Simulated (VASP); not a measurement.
# MgO (P6_3/mmc) in VASP: notebook

The runs below take MgO through single point, with PBE.

Everything below comes from runs of VASP 6.6.1. Logs are shortened: lines on timing, memory, paths and dates and some standing lists are left out, and cuts for length are marked.

### 1 The cell of the first run

The structure is hexagonal, space group P6_3/mmc (No. 194). Conventional cell: a = 3.697 Å, b = 3.697 Å, c = 4.155 Å, α = 90.00°, β = 90.00°, γ = 120.00°. Mg (site symmetry -6m2) has 5 O at 2.08 to 2.13 Å within 2.8 Å. Within 2.8 Å of O (site symmetry -6m2) lie 5 Mg at 2.08 to 2.13 Å.

### 2 Single point, PBE

Input file INCAR:

```
SYSTEM = MgO
PREC = Accurate ; ENCUT = 520
EDIFF = 1E-6 ; ISMEAR = 0
SIGMA = 0.05 ; LREAL = .FALSE.
LASPH = .TRUE. ; NELM = 60
ALGO = Normal ; ISIF = 2
LWAVE = .FALSE. ; LCHARG = .FALSE.
GGA = PE ; NBANDS = 16
```

Input file KPOINTS:

```
Automatic mesh
0
G
  9 9 6
  0 0 0
```

Input file POSCAR:

```
MgO
1.0
    3.6974000000      0.0000000000      0.0000000000
   -1.8487000000      3.2020423279      0.0000000000
    0.0000000000      0.0000000000      4.1546000000
Mg O
2 2
Direct
    0.6666666667      0.3333333333      0.7500000000
    0.3333333333      0.6666666667      0.2500000000
    0.6666666667      0.3333333333      0.2500000000
    0.3333333333      0.6666666667      0.7500000000
```

Potentials or basis: VASP PAW PBE potentials, release 64 (Mg, O).

On the command line:

```sh
> cat potpaw_PBE.64/Mg/POTCAR potpaw_PBE.64/O/POTCAR > POTCAR
> mpirun -np 1 vasp_std > vasp.out
```

OUTCAR:

```text
SYSTEM = MgO
   PREC = Accurate
   ENCUT = 520
   EDIFF = 1E-6
   ISMEAR = 0
   LREAL = .FALSE.
   LASPH = .TRUE.
   NELM = 60
   ISIF = 2
   GGA = PE

 ion  position               nearest neighbor table
   1  0.667  0.333  0.750-   3 2.08   3 2.08   4 2.13   4 2.13   4 2.13   2 2.98   2 2.98   2 2.98
                             2 2.98   2 2.98   2 2.98
   2  0.333  0.667  0.250-   4 2.08   4 2.08   3 2.13   3 2.13   3 2.13   1 2.98   1 2.98   1 2.98
                             1 2.98   1 2.98   1 2.98
   3  0.667  0.333  0.250-   1 2.08   1 2.08   2 2.13   2 2.13   2 2.13
   4  0.333  0.667  0.750-   2 2.08   2 2.08   1 2.13   1 2.13   1 2.13

  LATTYP: Found a hexagonal cell.
 ALAT       =     3.6974000000
 C/A-ratio  =     1.1236544599

  Lattice vectors:

 A1 = (   3.6974000000,   0.0000000000,   0.0000000000)
 A2 = (  -1.8487000000,   3.2020423279,   0.0000000000)
 A3 = (   0.0000000000,   0.0000000000,   4.1546000000)

Analysis of symmetry for initial positions (statically):
=====================================================================
 Subroutine PRICEL returns:
 Original cell was already a primitive cell.

 Routine SETGRP: Setting up the symmetry group for a
 hexagonal supercell.

 Subroutine GETGRP returns: Found 24 space group operations
 (whereof 12 operations were pure point group operations)
 out of a pool of 24 trial point group operations.

The static configuration has the point symmetry D_3d.
 The point group associated with its full space group is D_6h.

Analysis of symmetry for dynamics (positions and initial velocities):
=====================================================================
 Subroutine PRICEL returns:
 Original cell was already a primitive cell.

 Routine SETGRP: Setting up the symmetry group for a
 hexagonal supercell.

 Subroutine GETGRP returns: Found 24 space group operations
 (whereof 12 operations were pure point group operations)
 out of a pool of 24 trial point group operations.

The dynamic configuration has the point symmetry D_3d.
 The point group associated with its full space group is D_6h.

 Subroutine INISYM returns: Found 24 space group operations
 (whereof 12 operations are pure point group operations),
 and found     1 'primitive' translations

----------------------------------------------------------------------------------------

                                     Primitive cell

  volume of cell :      49.1873

  direct lattice vectors                    reciprocal lattice vectors
     3.697400000  0.000000000  0.000000000     0.270460323  0.156150341  0.000000000
    -1.848700000  3.202042328  0.000000000     0.000000000  0.312300681  0.000000000
     0.000000000  0.000000000  4.154600000     0.000000000  0.000000000  0.240697059

  length of vectors
     3.697400000  3.697400000  4.154600000     0.312300681  0.312300681  0.240697059

  position of ions in fractional coordinates (direct lattice)
     0.666666667  0.333333333  0.750000000
     0.333333333  0.666666667  0.250000000
     0.666666667  0.333333333  0.250000000
     0.333333333  0.666666667  0.750000000

  ion indices of the primitive-cell ions
   primitive index   ion index
                 1           1
                 2           2
                 3           3
                 4           4

----------------------------------------------------------------------------------------

 KPOINTS: Automatic mesh

Automatic generation of k-mesh.
 Grid dimensions read from file:
 generate k-points for:    9    9    6

 Generating k-lattice:

  Cartesian coordinates                     Fractional coordinates (reciprocal lattice)
     0.030051147  0.017350038  0.000000000     0.111111111  0.000000000  0.000000000
     0.000000000  0.034700076  0.000000000     0.000000000  0.111111111  0.000000000
     0.000000000  0.000000000  0.040116176     0.000000000  0.000000000  0.166666667

  Length of vectors
     0.034700076  0.034700076  0.040116176

  Shift w.r.t. Gamma in fractional coordinates (k-lattice)
     0.000000000  0.000000000  0.000000000

 Subroutine IBZKPT returns following result:
 ===========================================

 Found     48 irreducible k-points:

 Following reciprocal coordinates:
            Coordinates               Weight
  0.000000  0.000000  0.000000      1.000000
  0.111111  0.000000  0.000000      6.000000
  0.222222  0.000000  0.000000      6.000000
  0.333333  0.000000  0.000000      6.000000
  0.444444  0.000000  0.000000      6.000000
  0.111111  0.111111  0.000000      6.000000
[... 16 lines left out ...]
  0.333333  0.222222  0.166667     24.000000
  0.333333  0.333333  0.166667      4.000000
 [... further k-points ...]
   k-points           NKPTS =     48   k-points in BZ     NKDIM =     48   number of bands    NBANDS=     16
   number of dos      NEDOS =    301   number of ions     NIONS =      4
   total plane-waves  NPLWV =  25088
   dimension x,y,z NGX =    28 NGY =   28 NGZ =   32
   dimension x,y,z NGXF=    56 NGYF=   56 NGZF=   64
   ions per type =               2   2
   NGX,Y,Z   is equivalent  to a cutoff of  12.59, 12.59, 12.80 a.u.
   NGXF,Y,Z  is equivalent  to a cutoff of  25.18, 25.18, 25.61 a.u.
 SYSTEM =  MgO
   PREC   = accura    normal or accurate (medium, high low for compatibility)
   ISTART =      0    job   : 0-new  1-cont  2-samecut
   ICHARG =      2    charge: 1-file 2-atom 10-const
   ISPIN  =      1    spin polarized calculation?
   LNONCOLLINEAR =      F non collinear calculations
   LSORBIT =      F    spin-orbit coupling
   LASPH  =      T    aspherical Exc in radial PAW
   ENCUT  =  520.0 eV  38.22 Ry    6.18 a.u.   6.87  6.87  7.72*2*pi/ulx,y,z
   NELM   =     60;   NELMIN=  2; NELMDL= -5     # of ELM steps
   EDIFF  = 0.1E-05   stopping-criterion for ELM
   LREAL  =      F    real-space projection
   EDIFFG = 0.1E-04   stopping-criterion for IOM
   NSW    =      0    number of steps for IOM
   IBRION =     -1    ionic relax: 0-MD 1-quasi-New 2-CG
   NFREE  =      0    steps in history (QN), initial steepest desc. (CG)
   ISIF   =      2    stress and relaxation
   ISYM   =      2    0-nonsym 1-usesym 2-fastsym
   POTIM  = 0.5000    time-step for ionic-motion
   TEBEG  =    0.0;   TEEND  =   0.0 temperature during run
   PSTRESS=    0.0 pullay stress
   NELECT =      16.0000    total number of electrons
   NUPDOWN=      -1.0000    fix difference up-down
   EMIN   =  10.00;   EMAX   =-10.00  energy-range for DOS
   EFERMI =   0.00;   METHOD = LEGACY
   ISMEAR =     0;   SIGMA  =   0.05  broadening in eV -4-tet -1-fermi 0-gaus
   EFERMI_NEDOS =   21; number of points for ismear=-14 and -15
   IALGO  =     38    algorithm
   IMIX   =      4    mixing-type and parameters
     AMIX     =   0.40;   BMIX     =  1.00
     AMIX_MAG =   1.60;   BMIX_MAG =  1.00
  volume/ion in A,a.u.               =      12.30        82.98
  Fermi-wavevector in a.u.,A,eV,Ry     =   1.125893  2.127630 17.247232  1.267636
  Thomas-Fermi vector in A             =   2.262573
   LORBIT       =      0    0 simple, 1 ext, 2 COOP (PROOUT), +10 PAW based schemes
   GGA     = PE    functional components
   LHFCALC =     F    Hartree Fock is set to
   AEXX    =    0.0000 exact exchange contribution
   IVDW    =     0    specifies the selected vdW correction
   LEPSILON=     F    determine dielectric tensor
   LRPA    =     F    only Hartree local field effects (RPA)
 non-spin polarized calculation
 Gauss-broadening in eV      SIGMA  =   0.05
  energy-cutoff  :      520.00
  volume of cell :       49.19
 maximum number of plane-waves:      1338
 NGX is ok and might be reduce to    28
   NGX = 13   NGY = 13   NGZ = 15

 number of electron      16.0000009 magnetization

 Free energy of the ion-electron system (eV)
  ---------------------------------------------------
  ext. energy  EPLUGINS =         0.00000000
  ---------------------------------------------------
  free energy    TOTEN  =       -23.52325379 eV

  energy without entropy =      -23.52325379  energy(sigma->0) =      -23.52325379

 E-fermi :   1.4315     XC(G=0):  -9.5655

 val. band max:        1.1731554257   @ k =   0.0000   0.0000   0.0000
 cond. band min:       4.1818285681   @ k =   0.0000   0.0000   0.0000
 fundamental gap:      3.0086731424
 Fermi energy:         1.4314876755

 k-point     1 :       0.0000    0.0000    0.0000
  band No.  band energies     occupation
      1     -15.2040      2.00000
      2     -13.9931      2.00000
      3      -1.8628      2.00000
      4      -0.3313      2.00000
      5      -0.3313      2.00000
      6       0.6901      2.00000
[... 8 lines left out ...]
     15      15.6371      0.00000
     16      16.1615      0.00000

 k-point     2 :       0.1111    0.0000    0.0000
  band No.  band energies     occupation
      1     -15.1572      2.00000
      2     -14.0093      2.00000
      3      -1.7832      2.00000
      4      -0.4834      2.00000
      5      -0.4202      2.00000
      6       0.4103      2.00000
[... 8 lines left out ...]
     15      15.6744      0.00000
     16      15.7594      0.00000

 k-point     3 :       0.2222    0.0000    0.0000
  band No.  band energies     occupation
      1     -15.0276      2.00000
      2     -14.0602      2.00000
      3      -1.5554      2.00000
      4      -0.9429      2.00000
      5      -0.6096      2.00000
      6       0.0241      2.00000
[... 8 lines left out ...]
     15      14.8804      0.00000
     16      15.4084      0.00000

 k-point     4 :       0.3333    0.0000    0.0000
  band No.  band energies     occupation
      1     -14.8485      2.00000
      2     -14.1485      2.00000
      3      -1.4716      2.00000
      4      -1.2193      2.00000
      5      -0.7880      2.00000
      6      -0.1971      2.00000
[... 8 lines left out ...]
     15      14.2672      0.00000
     16      15.4248      0.00000
[... 324 lines left out ...]
 k-point    22 :       0.2222    0.2222    0.1667
  band No.  band energies     occupation
      1     -14.7002      2.00000
      2     -14.2250      2.00000
      3      -1.6017      2.00000
      4      -1.5937      2.00000
      5      -0.6687      2.00000
      6      -0.2385      2.00000
[... 8 lines left out ...]
     15      15.2536      0.00000
     16      15.9662      0.00000

 k-point    23 :       0.3333    0.2222    0.1667
  band No.  band energies     occupation
      1     -14.5563      2.00000
      2     -14.3186      2.00000
      3      -1.8489      2.00000
      4      -1.3765      2.00000
      5      -1.0051      2.00000
      6      -0.0271      2.00000
[... 8 lines left out ...]
     15      15.2055      0.00000
     16      16.0312      0.00000

 k-point    24 :       0.3333    0.3333    0.1667
  band No.  band energies     occupation
      1     -14.4287      2.00000
      2     -14.4287      2.00000
      3      -1.8273      2.00000
      4      -1.2708      2.00000
      5      -1.2708      2.00000
      6       0.2797      2.00000
[... 8 lines left out ...]
     15      15.1882      0.00000
     16      16.6157      0.00000

 [... further k-points ...]
[... 5 lines left out ...]
  --------------------------------------------------------------------------------------
  -------------------------------------------------------------------------------------
  Total       -3.0301291     -3.0301291     -0.8750165      0.0000000     -0.0000000      0.0000000
  in kB      -98.7004179    -98.7004179    -28.5019203      0.0000000     -0.0000000      0.0000000
  external PRESSURE =     -75.3009187 kB  Pullay stress =       0.0000000 kB

 VOLUME and BASIS-vectors are now :
 -----------------------------------------------------------------------------
  energy-cutoff  :      520.00
  volume of cell :       49.19
      direct lattice vectors                 reciprocal lattice vectors
     3.697400000  0.000000000  0.000000000     0.270460323  0.156150341  0.000000000
    -1.848700000  3.202042328  0.000000000     0.000000000  0.312300681  0.000000000
     0.000000000  0.000000000  4.154600000     0.000000000  0.000000000  0.240697059

 POSITION                                       TOTAL-FORCE (eV/Angst)
 -----------------------------------------------------------------------------------
      1.84870      1.06735      3.11595        -0.000000      0.000000      0.000000
     -0.00000      2.13469      1.03865         0.000000     -0.000000      0.000000
      1.84870      1.06735      1.03865        -0.000000      0.000000      0.000000
     -0.00000      2.13469      3.11595         0.000000     -0.000000      0.000000
 -----------------------------------------------------------------------------------
    total drift:                                0.000000     -0.000000      0.000000

  FREE ENERGIE OF THE ION-ELECTRON SYSTEM (eV)
  ---------------------------------------------------
  free  energy   TOTEN  =       -23.5232537855 eV

  energy  without entropy=      -23.5232537855  energy(sigma->0) =      -23.52325379
```

Run time: 14 s. Hardware: 1 thread of AMD EPYC 9R45 (Zen 5), shared host; peak memory 0.15 GiB.

Results:

- Free energy: -23.5233 eV
- Pressure: -7.5 GPa
- Band gap on the k mesh: 3.01 eV

Caveat: the cell stands under tension.

### 3 Single point, PBE

This run uses another cell than the first one, of 12.19 Å³/atom.

Input file INCAR:

```
SYSTEM = MgO
  ALGO = Normal
  EDIFF = 1E-7
  ENCUT = 520
  GGA = PE
  ISIF = 2
  ISMEAR = 0
  LASPH = .True.
  LCHARG = .True.
  LELF = .True.
  LREAL = .False.
  LVHAR = .True.
  LWAVE = .False.
  NBANDS = 16
  NELM = 60
  PREC = Accurate
  SIGMA = 0.05
```

Input file KPOINTS:

```
k-points
0
Gamma
  9 9 6
  0 0 0
```

Input file POSCAR:

```
MgO
1.0
    3.6622000000      0.0000000000      0.0000000000
   -1.8311000000      3.1715582337      0.0000000000
    0.0000000000      0.0000000000      4.1970000000
Mg O
2 2
Direct
    0.6666666667      0.3333333333      0.7500000000
    0.3333333333      0.6666666667      0.2500000000
    0.6666666667      0.3333333333      0.2500000000
    0.3333333333      0.6666666667      0.7500000000
```

Potentials or basis: VASP PAW PBE potentials, release 64 (Mg, O).

On the command line:

```sh
> cat potpaw_PBE.64/Mg/POTCAR potpaw_PBE.64/O/POTCAR > POTCAR
> mpirun -np 1 vasp_std > vasp.out
```

Wall time 15 s (1 thread of AMD EPYC 9R45 (Zen 5), shared host); peak memory 0.15 GiB.

Results (log left out):

| Quantity | Value |
| --- | --- |
| Free energy | -23.5672 eV |
| Pressure | -7.3 GPa |
| Band gap on the k mesh | 3.01 eV |

Stress tensor (GPa, compression positive):
```
-8.91  0.00  0.00
 0.00 -8.91  0.00
 0.00  0.00 -3.99
```

Levels at points of the mesh, in eV from the valence-band top:
| k point | band 4 | band 5 | band 6 | band 7 | band 8 | band 9 | band 10 | band 11 | band 12 | band 13 |
| --- | --- | --- | --- | --- | --- | --- | --- | --- | --- | --- |
| (0.00, 0.00, 0.00) | -1.53 | -1.53 | -0.55 | -0.55 | 0.00 | 3.01 | 8.91 | 11.67 | 11.67 | 11.93 |
| (0.00, 0.00, 0.50) | -2.21 | -1.06 | -1.06 | -1.06 | -1.06 | 6.05 | 6.05 | 12.02 | 12.02 | 12.02 |

Caveat: the cell stands under tension.
